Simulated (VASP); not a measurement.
Write the native input for VASP 6.6.1 that does the following.

```
Task                   : single point
Functional             : PBE
Potentials or basis    : VASP PAW PBE potentials, release 64 (Si, C)
Cutoff                 : 520 eV
k mesh                 : 6 × 6 × 4
Occupations            : gaussian, width 0.1 eV
Spin                   : collinear spin, ferromagnetic start
Starting moments       : [0.0, 0.0, 1.0] μB
Dipole correction      : no
Further INCAR settings : ALGO = Normal; EDIFF = 1e-06; NBANDS = 17
```

The structure of Si2C lies in POSCAR:

```
Si2C
1.0
    2.6065567100      0.0000000000      0.0000000000
   -1.3032783600      2.2573443300      0.0000000000
    0.0000000000      0.0000000000      7.3431248300
Si C
2 1
Direct
    0.0000000000      0.0000000000      0.3333333300
    0.0000000000      0.0000000000      0.6666666700
    0.0000000000      0.0000000000      0.0000000000
```

One way to write it, as run:

INCAR

```
SYSTEM = Si2C
ALGO = Normal
EDIFF = 1E-6
ENCUT = 520
GGA = PE
ISIF = 2
ISMEAR = 0
ISPIN = 2
LASPH = .True.
LCHARG = .True.
LELF = .True.
LORBIT = 11
LREAL = .False.
LVHAR = .True.
LWAVE = .False.
MAGMOM = 0 0 1
NBANDS = 17
NELM = 150
PREC = Accurate
SIGMA = 0.1
```

KPOINTS

```
k-points
0
Gamma
  6 6 4
  0 0 0
```

Potentials or basis: VASP PAW PBE potentials, release 64 (Si, C).

Run with:

```bash
$ cat potpaw_PBE.64/Si/POTCAR potpaw_PBE.64/C/POTCAR > POTCAR
$ mpirun -np 1 vasp_std > vasp.out
```

It gave:

The pressure is -12.6 GPa. The largest force is 2.089 eV/Å. The band gap on the k mesh is zero (filled and empty bands overlap). The net moment is 0.00 μB per cell. The valence electrons inside the program's atomic spheres are Si 1.56; C 2.00.

Caveat: the k points lie up to 0.46 Å⁻¹ apart; forces of over 1 eV/Å act on the atoms, so gaps and moduli don't describe the material at rest.

Run time: 65 s on 1 thread of Intel Xeon 8259CL (shared host), peak memory 0.17 GiB.
